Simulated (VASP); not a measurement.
Input of a VASP 6.6.1 run:

Contents of INCAR:

```
PREC = Accurate ; ENCUT = 520
EDIFF = 1E-6 ; ISMEAR = 0
SIGMA = 0.15 ; LREAL = F
LASPH = T ; NELM = 100
ALGO = Fast ; ISIF = 2
LWAVE = F ; LCHARG = F
GGA = PS ; NBANDS = 14
```

KPOINTS

```
regular mesh
0
Gamma
  20 20 20
```

Contents of POSCAR:

```
AlNi
1.0
    2.0213280872     -1.8697485543      0.0000000000
    2.0213280872      1.8697485543      0.0000000000
    0.0000000000      0.0000000000      2.8694088111
Al Ni
1 1
Direct
    0.0000000000      0.0000000000      0.0000000000
    0.5000000000      0.5000000000      0.5000000000
```

Potentials or basis: VASP PAW PBE potentials, release 64 (Al, Ni).

The run is started by

```console
$ cat potpaw_PBE.64/Al/POTCAR potpaw_PBE.64/Ni/POTCAR > POTCAR
$ mpirun -np 1 vasp_std > vasp.out
```

(1) Predict the pressure.

(2) Estimate the band gap on the k mesh.

Results:

(1) 17.1 GPa.

(2) zero (an odd number of electrons rules out a gap without spin polarisation).

Caveat: the cell differs from its parent crystal (strain -0.0750 x Voigt [0, 1, 0, 0, 0, 0]); the cell stands under pressure; the PAW data sets were made with another functional, which shifts forces and pressure a little.
